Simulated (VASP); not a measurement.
# ZnCu (Cmmm) in VASP: single point with PBE

Aim: the single point of ZnCu with PBE.

All numbers are computed with VASP 6.6.1; they aren't measurements. Logs are shortened: lines on timing, memory, paths and dates and some standing lists are left out, and cuts for length are marked.

### Step 1. The cell of the first run

Symmetry: Cmmm, No. 65, orthorhombic system. The conventional cell has a = 4.082 Å, b = 4.248 Å, c = 2.945 Å, α = 90.00°, β = 90.00°, γ = 90.00°. Within 3.3 Å of Zn (site symmetry mmm) lie 8 Cu at 2.52 to 2.58 Å and 6 Zn at 2.94 to 2.95 Å. Within 3.3 Å of Cu (site symmetry mmm) lie 8 Zn at 2.52 to 2.58 Å and 6 Cu at 2.94 to 2.95 Å.

### Step 2. Single point, PBE (xy shear strain of +4 %)

Contents of INCAR:

```
  PREC = Accurate
  ENCUT = 520
  EDIFF = 1E-6
  ISMEAR = -1
  SIGMA = 0.05
  LREAL = False
  LASPH = True
  NELM = 100
  ALGO = Normal
  ISIF = 2
  LWAVE = False
  LCHARG = False
  GGA = PE
  NBANDS = 18
```

Contents of KPOINTS:

```
Automatic mesh
0
Gamma
  14 14 14
```

Contents of POSCAR:

```
ZnCu
1.0
    2.9450000000      0.0589000000      0.0000000000
    0.0589000000      2.9450000000      0.0000000000
    0.0000000000      0.0000000000      2.9450000000
Zn Cu
1 1
Direct
    0.5000000000      0.5000000000      0.5000000000
    0.0000000000      0.0000000000      0.0000000000
```

Potentials or basis: VASP PAW PBE potentials, release 64 (Zn, Cu).

Run with:

```
$ cat potpaw_PBE.64/Zn/POTCAR potpaw_PBE.64/Cu/POTCAR > POTCAR
$ mpirun -np 1 vasp_std > vasp.out
```

OUTCAR:

```text
PREC = Accurate
   ENCUT = 520
   EDIFF = 1E-6
   ISMEAR = -1
   LREAL = False
   LASPH = True
   NELM = 100
   ISIF = 2
   GGA = PE

 ion  position               nearest neighbor table
   1  0.500  0.500  0.500-   2 2.52   2 2.52   2 2.52   2 2.52   2 2.58   2 2.58   2 2.58   2 2.58

   2  0.000  0.000  0.000-   1 2.52   1 2.52   1 2.52   1 2.52   1 2.58   1 2.58   1 2.58   1 2.58

  LATTYP: Found a base centered orthorhombic cell.
 ALAT       =     4.0815617624
 B/A-ratio  =     1.0408163265
 C/A-ratio  =     0.7215375318

  Lattice vectors:

 A1 = (  -0.0589000000,  -2.9450000000,   0.0000000000)
 A2 = (   2.9450000000,   0.0589000000,   0.0000000000)
 A3 = (   0.0000000000,   0.0000000000,   2.9450000000)

Analysis of symmetry for initial positions (statically):
=====================================================================
 Subroutine PRICEL returns:
 Original cell was already a primitive cell.

 Routine SETGRP: Setting up the symmetry group for a
 base centered orthorhombic supercell.

 Subroutine GETGRP returns: Found  8 space group operations
 (whereof  8 operations were pure point group operations)
 out of a pool of  8 trial point group operations.

The static configuration has the point symmetry D_2h.

Analysis of symmetry for dynamics (positions and initial velocities):
=====================================================================
 Subroutine PRICEL returns:
 Original cell was already a primitive cell.

 Routine SETGRP: Setting up the symmetry group for a
 base centered orthorhombic supercell.

 Subroutine GETGRP returns: Found  8 space group operations
 (whereof  8 operations were pure point group operations)
 out of a pool of  8 trial point group operations.

The dynamic configuration has the point symmetry D_2h.

 Subroutine INISYM returns: Found  8 space group operations
 (whereof  8 operations are pure point group operations),
 and found     1 'primitive' translations

----------------------------------------------------------------------------------------

                                     Primitive cell

  volume of cell :      25.5318

  direct lattice vectors                    reciprocal lattice vectors
     2.945000000  0.058900000  0.000000000     0.339694452 -0.006793889  0.000000000
     0.058900000  2.945000000  0.000000000    -0.006793889  0.339694452  0.000000000
     0.000000000  0.000000000  2.945000000     0.000000000  0.000000000  0.339558574

  length of vectors
     2.945588941  2.945588941  2.945000000     0.339762384  0.339762384  0.339558574

  position of ions in fractional coordinates (direct lattice)
     0.500000000  0.500000000  0.500000000
     0.000000000  0.000000000  0.000000000

  ion indices of the primitive-cell ions
   primitive index   ion index
                 1           1
                 2           2

----------------------------------------------------------------------------------------

 KPOINTS: Automatic mesh

Automatic generation of k-mesh.
 Grid dimensions read from file:
 generate k-points for:   14   14   14

 Generating k-lattice:

  Cartesian coordinates                     Fractional coordinates (reciprocal lattice)
     0.024263889 -0.000485278  0.000000000     0.071428571  0.000000000  0.000000000
    -0.000485278  0.024263889  0.000000000     0.000000000  0.071428571  0.000000000
     0.000000000  0.000000000  0.024254184     0.000000000  0.000000000  0.071428571

  Length of vectors
     0.024268742  0.024268742  0.024254184

  Shift w.r.t. Gamma in fractional coordinates (k-lattice)
     0.000000000  0.000000000  0.000000000

 Subroutine IBZKPT returns following result:
 ===========================================

 Found    456 irreducible k-points:

 Following reciprocal coordinates:
            Coordinates               Weight
  0.000000  0.000000  0.000000      1.000000
  0.071429 -0.000000  0.000000      4.000000
  0.142857 -0.000000  0.000000      4.000000
  0.214286 -0.000000  0.000000      4.000000
  0.285714 -0.000000  0.000000      4.000000
  0.357143 -0.000000  0.000000      4.000000
[... 16 lines left out ...]
  0.214286  0.142857  0.000000      4.000000
  0.285714  0.142857  0.000000      4.000000
 [... further k-points ...]
   k-points           NKPTS =    456   k-points in BZ     NKDIM =    456   number of bands    NBANDS=     18
   number of dos      NEDOS =    301   number of ions     NIONS =      2
   total plane-waves  NPLWV =  13824
   dimension x,y,z NGX =    24 NGY =   24 NGZ =   24
   dimension x,y,z NGXF=    48 NGYF=   48 NGZF=   48
   ions per type =               1   1
   NGX,Y,Z   is equivalent  to a cutoff of  13.55, 13.55, 13.55 a.u.
   NGXF,Y,Z  is equivalent  to a cutoff of  27.09, 27.09, 27.10 a.u.
 SYSTEM =  unknown system
   PREC   = accura    normal or accurate (medium, high low for compatibility)
   ISTART =      0    job   : 0-new  1-cont  2-samecut
   ICHARG =      2    charge: 1-file 2-atom 10-const
   ISPIN  =      1    spin polarized calculation?
   LNONCOLLINEAR =      F non collinear calculations
   LSORBIT =      F    spin-orbit coupling
   LASPH  =      T    aspherical Exc in radial PAW
   ENCUT  =  520.0 eV  38.22 Ry    6.18 a.u.   5.48  5.48  5.48*2*pi/ulx,y,z
   NELM   =    100;   NELMIN=  2; NELMDL= -5     # of ELM steps
   EDIFF  = 0.1E-05   stopping-criterion for ELM
   LREAL  =      F    real-space projection
[... 7 lines left out ...]
   TEBEG  =    0.0;   TEEND  =   0.0 temperature during run
   PSTRESS=    0.0 pullay stress
   NELECT =      23.0000    total number of electrons
   NUPDOWN=      -1.0000    fix difference up-down
   EMIN   =  10.00;   EMAX   =-10.00  energy-range for DOS
   EFERMI =   0.00;   METHOD = LEGACY
   ISMEAR =    -1;   SIGMA  =   0.05  broadening in eV -4-tet -1-fermi 0-gaus
   EFERMI_NEDOS =   21; number of points for ismear=-14 and -15
   IALGO  =     38    algorithm
   IMIX   =      4    mixing-type and parameters
     AMIX     =   0.40;   BMIX     =  1.00
     AMIX_MAG =   1.60;   BMIX_MAG =  1.00
  volume/ion in A,a.u.               =      12.77        86.15
  Fermi-wavevector in a.u.,A,eV,Ry     =   1.581090  2.987828 34.012485  2.499847
  Thomas-Fermi vector in A             =   2.681219
   LORBIT       =      0    0 simple, 1 ext, 2 COOP (PROOUT), +10 PAW based schemes
   GGA     = PE    functional components
   LHFCALC =     F    Hartree Fock is set to
   AEXX    =    0.0000 exact exchange contribution
   IVDW    =     0    specifies the selected vdW correction
   LEPSILON=     F    determine dielectric tensor
   LRPA    =     F    only Hartree local field effects (RPA)
 non-spin polarized calculation
  energy-cutoff  :      520.00
  volume of cell :       25.53
 maximum number of plane-waves:       707
 NGX is ok and might be reduce to    24
   NGX = 11   NGY = 11   NGZ = 11

 number of electron      23.0000009 magnetization

 Free energy of the ion-electron system (eV)
  ---------------------------------------------------
  ext. energy  EPLUGINS =         0.00000000
  ---------------------------------------------------
  free energy    TOTEN  =        -4.99997910 eV

  energy without entropy =       -4.99667652  energy(sigma->0) =       -4.99832781

 E-fermi :   5.5525     XC(G=0): -12.4033

 val. band max:        5.5346987856   @ k =   0.3571   0.2143   0.1429
 cond. band min:       5.5706202203   @ k =   0.2857   0.2857   0.4286
 fundamental gap:      0.0359214347
 Fermi energy:         5.5524768019

 k-point     1 :       0.0000    0.0000    0.0000
  band No.  band energies     occupation
      1      -4.7960      2.00000
      2      -2.3090      2.00000
      3      -2.3047      2.00000
      4      -1.6488      2.00000
      5      -1.6147      2.00000
      6      -1.5786      2.00000
[... 10 lines left out ...]
     17      17.8479      0.00000
     18      28.0598      0.00000

 k-point     2 :       0.0714   -0.0000    0.0000
  band No.  band energies     occupation
      1      -4.7035      2.00000
      2      -2.2974      2.00000
      3      -2.2857      2.00000
      4      -1.6503      2.00000
      5      -1.6227      2.00000
      6      -1.5811      2.00000
[... 10 lines left out ...]
     17      18.4807      0.00000
     18      27.0624      0.00000

 k-point     3 :       0.1429   -0.0000    0.0000
  band No.  band energies     occupation
      1      -4.4289      2.00000
      2      -2.2669      2.00000
      3      -2.2279      2.00000
      4      -1.6601      2.00000
      5      -1.6450      2.00000
      6      -1.5823      2.00000
[... 10 lines left out ...]
     17      20.5472      0.00000
     18      25.3462      0.00000

 k-point     4 :       0.2143   -0.0000    0.0000
  band No.  band energies     occupation
      1      -3.9838      2.00000
      2      -2.2223      2.00000
      3      -2.1344      2.00000
      4      -1.6841      2.00000
      5      -1.6768      2.00000
      6      -1.5740      2.00000
[... 375 lines left out ...]
      4      -1.6940      2.00000
      5      -1.6810      2.00000
      6      -1.5875      2.00000
[... 10 lines left out ...]
     17      21.0065      0.00000
     18      21.3768      0.00000

 k-point    23 :       0.2143    0.1429    0.0000
  band No.  band energies     occupation
      1      -3.6920      2.00000
      2      -2.1838      2.00000
      3      -2.0756      2.00000
      4      -1.7184      2.00000
      5      -1.7028      2.00000
      6      -1.5961      2.00000
[... 10 lines left out ...]
     17      20.6477      0.00000
     18      23.2711      0.00000

 k-point    24 :       0.2857    0.1429    0.0000
  band No.  band energies     occupation
      1      -3.1615      2.00000
      2      -2.1380      2.00000
      3      -1.9831      2.00000
      4      -1.7473      2.00000
      5      -1.6689      2.00000
      6      -1.6008      2.00000
[... 10 lines left out ...]
     17      21.0514      0.00000
     18      22.9501      0.00000

 [... further k-points ...]

------------------------ aborting loop because EDIFF is reached ----------------------------------------

  FORCE on cell =-STRESS in cart. coord.  units (eV):
  Direction    XX          YY          ZZ          XY          YZ          ZX
  --------------------------------------------------------------------------------------
  -------------------------------------------------------------------------------------
  Total        0.4713294      0.4713294      0.5055772     -0.6310895      0.0000000      0.0000000
  in kB       29.5769214     29.5769214     31.7260423    -39.6022084      0.0000000      0.0000000
  external PRESSURE =      30.2932950 kB  Pullay stress =       0.0000000 kB

 VOLUME and BASIS-vectors are now :
 -----------------------------------------------------------------------------
  energy-cutoff  :      520.00
  volume of cell :       25.53
      direct lattice vectors                 reciprocal lattice vectors
     2.945000000  0.058900000  0.000000000     0.339694452 -0.006793889  0.000000000
     0.058900000  2.945000000  0.000000000    -0.006793889  0.339694452  0.000000000
     0.000000000  0.000000000  2.945000000     0.000000000  0.000000000  0.339558574

 POSITION                                       TOTAL-FORCE (eV/Angst)
 -----------------------------------------------------------------------------------
      1.50195      1.50195      1.47250         0.000000      0.000000      0.000000
      0.00000      0.00000      0.00000        -0.000000      0.000000      0.000000
 -----------------------------------------------------------------------------------
    total drift:                                0.000000      0.000000     -0.000000

  FREE ENERGIE OF THE ION-ELECTRON SYSTEM (eV)
  ---------------------------------------------------
  free  energy   TOTEN  =        -4.9999790951 eV

  energy  without entropy=       -4.9966765183  energy(sigma->0) =       -4.99832781
```

Wall time 2 min (1 thread of Intel Xeon Platinum 8488C (Sapphire Rapids), shared host); peak memory 0.32 GiB.

What came out:

- Free energy: -5.0000 eV
- Pressure: 3.0 GPa
- Band gap on the k mesh: zero (an odd number of electrons rules out a gap without spin polarisation)

Levels at points of the mesh, in eV from the Fermi level:
```csv
k point,band 10,band 11,band 12,band 13,band 14,band 15
"(0.00, 0.00, 0.00)",-2.75,-2.74,6.10,6.22,6.38,11.25
"(0.50, 0.00, 0.00)",-3.29,-2.82,-2.02,11.58,11.71,12.08
"(0.50, 0.50, 0.00)",-2.51,-2.15,-1.62,1.48,2.39,13.83
"(0.00, 0.00, 0.50)",-3.25,-2.82,-2.02,11.67,11.77,12.29
"(0.50, 0.00, 0.50)",-2.51,-1.89,-1.89,1.76,2.10,13.68
"(0.50, 0.50, 0.50)",-2.49,3.58,4.06,4.26,4.40,4.62
```

Caveat: the cell differs from its parent crystal (xy shear strain of +4 %); the cell stands under pressure.
